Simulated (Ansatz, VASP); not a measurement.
# Two plane-wave programs on BN

File POSCAR:

```
BN
1.0
    1.8048137541     -1.8048137541      0.0000000000
    1.8048137541      0.0000000000     -1.8048137541
    7.1326524760      7.1326524760      7.1326524760
B N
6 6
Direct
    1.0000000000      0.0000000000      0.4006056856
    0.3333333333      0.3333333333      0.2319154020
    0.6666666667      0.6666666667      0.5692959693
    1.0000000000      1.0000000000      0.9066765366
    0.3333333333      0.3333333333      0.7379862529
    0.6666666667      0.6666666667      0.0632251183
    0.6666666667      0.6666666667      0.4427782565
    0.0000000000      0.0000000000      0.2740879729
    0.3333333333      0.3333333333      0.6114685402
    0.6666666667      0.6666666667      0.9488491075
    0.0000000000      0.0000000000      0.7801588239
    0.3333333333      0.3333333333      0.1053976892
```

The input INCAR.step1:

```
  PREC = Accurate
  ENCUT = 520
  ISMEAR = 0
  SIGMA = 0.05
  LREAL = False
  LASPH = True
  NELM = 60
  NBANDS = 36
  GGA = PE
  ALGO = Normal
  EDIFF = 1E-4
  LWAVE = True
  LCHARG = False
```

File INCAR.step2:

```
  PREC = Accurate
  ENCUT = 520
  EDIFF = 1E-6
  ISMEAR = 0
  SIGMA = 0.05
  LREAL = False
  LASPH = True
  NELM = 60
  ALGO = Normal
  ISIF = 2
  LWAVE = False
  LCHARG = False
  METAGGA = R2SCAN
  LMIXTAU = True
  NBANDS = 36
  ISTART = 1
```

Contents of KPOINTS:

```
regular mesh
0
Gamma
  10 10 2
```

Input for Ansatz:

```yaml
crystal:
  lattice:
    - [1.8048137541, -1.8048137541, 0.0]
    - [1.8048137541, 0.0, -1.8048137541]
    - [7.132652476, 7.132652476, 7.132652476]
  atoms:
    - { symbol: B, position: [1.0, 0.0, 0.4006056856] }
    - { symbol: B, position: [0.3333333333, 0.3333333333, 0.231915402] }
    - { symbol: B, position: [0.6666666667, 0.6666666667, 0.5692959693] }
    - { symbol: B, position: [1.0, 1.0, 0.9066765366] }
    - { symbol: B, position: [0.3333333333, 0.3333333333, 0.7379862529] }
    - { symbol: B, position: [0.6666666667, 0.6666666667, 0.0632251183] }
    - { symbol: "N", position: [0.6666666667, 0.6666666667, 0.4427782565] }
    - { symbol: "N", position: [0.0, 0.0, 0.2740879729] }
    - { symbol: "N", position: [0.3333333333, 0.3333333333, 0.6114685402] }
    - { symbol: "N", position: [0.6666666667, 0.6666666667, 0.9488491075] }
    - { symbol: "N", position: [0.0, 0.0, 0.7801588239] }
    - { symbol: "N", position: [0.3333333333, 0.3333333333, 0.1053976892] }
basis:
  ecutwfc: 500
kpoints:
  mp_grid: { grid: [10, 10, 2] }
hamiltonian:
  xc: r2scan
scf:
  occupations: { method: gaussian, width: 0.05 }
output:
  forces: true
  stress: true
  eigenvalues: true
```

Alike in both runs: task single point; functional r2SCAN; k mesh 10 × 10 × 2; occupations gaussian, width 0.05 eV; no spin polarisation.

```csv
,VASP,Ansatz
version,VASP 6.6.1,Ansatz 0.2.0
potentials or method,"VASP PAW PBE potentials, release 64 (B, N), cutoff 520 eV","scalar-relativistic, plane waves, PAW"
valence electrons in the cell,48,48
```

|  | VASP | Ansatz | Ansatz less VASP |
| --- | --- | --- | --- |
| gap on the k mesh at the Fermi level (eV) | 4.82 | 4.84 | +0.022 |
| least direct gap on the mesh (eV) | 6.82 | 6.84 | +0.020 |
| pressure (GPa) | 7.5 | 6.3 | -1.15 |
| traceless stress, the component that is largest in VASP (GPa) | 5.24 | 5.21 | -0.022 |
| rms of the force components (eV/Å) | 0.970 | 0.966 | -0.0046 |

VASP's potentials were made for PBE, not for r2SCAN. Atom by atom the forces differ by 0.005 eV/Å (rms over components). The functional is the same, so the differences come from potentials, cutoffs and numerics.
